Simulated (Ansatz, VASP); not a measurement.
**Te2Pb: VASP beside Ansatz**

```
Pb Te
1.0
     0.00000    3.79661    3.79661
     3.79661    0.00000    3.79661
     3.79661    3.79661    0.00000
Pb Te
1 2
Direct
  0.00000 0.00000 0.00000
  0.25000 0.25000 0.25000
  0.75000 0.75000 0.75000
```

Alike in both runs: task single point; functional PBE; k mesh 4 × 4 × 4; occupations fermi-dirac, width 0.02 eV; no spin polarisation.

```csv
,VASP,Ansatz
version,VASP 6.6.1,Ansatz 0.2.0
potentials or method,"VASP PAW PBE potentials, release 64 (Pb_d, Te)",plane waves
plane-wave cutoff (eV),520,420
valence electrons in the cell,26,46
```

|  | VASP | Ansatz | Ansatz less VASP |
| --- | --- | --- | --- |
| pressure (GPa) | 0.4 | 0.4 | +0.04 |

With one functional, cell and mesh, what is left measures potentials, basis and numerics. VASP's potentials hold 26 valence electrons a cell and Ansatz's 46, so a difference there can come from the potentials and not from the codes. Ansatz's warnings: force scf threshold loose, stress scf threshold loose.

Neither program's run includes spin-orbit coupling.
